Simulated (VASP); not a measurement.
P:

```xyz
4
Lattice="1.6587 -5.5012 0.0000 1.6587 5.5012 0.0000 0.0000 0.0000 4.5737" Properties=species:S:1:pos:R:3 pbc="T T T"
P     1.6587   -4.4466    2.6931
P     1.6587    4.4466    1.8806
P     1.6587   -1.0547    0.4062
P     1.6587    1.0547    4.1675
```

Base run:

```yaml
Program: VASP 6.6.1
Functional: BLYP
Potentials_or_basis: VASP PAW PBE potentials, release 64 (P)
Cutoff: 500 eV
k_mesh: 8 × 8 × 6
Occupations: fermi-dirac, width 0.05 eV
Spin: no spin polarisation
```

Its results: band gap on the k mesh 0.25 eV; pressure 4.7 GPa; largest force 0.276 eV/Å.

Q: The run is repeated on the same cell with these changes: functional from BLYP to SVWN5. What comes out?

A: Band gap on the k mesh 0.02 eV; pressure -3.2 GPa; largest force 0.108 eV/Å.

SVWN5 binds more tightly than BLYP, so the same cell stands under less pressure.

Caveats: the PAW data sets were made with another functional, which shifts forces and pressure a little; the cell stands under pressure (at least some runs); the cell stands under tension (at least some runs).

A k mesh can miss the band edges.
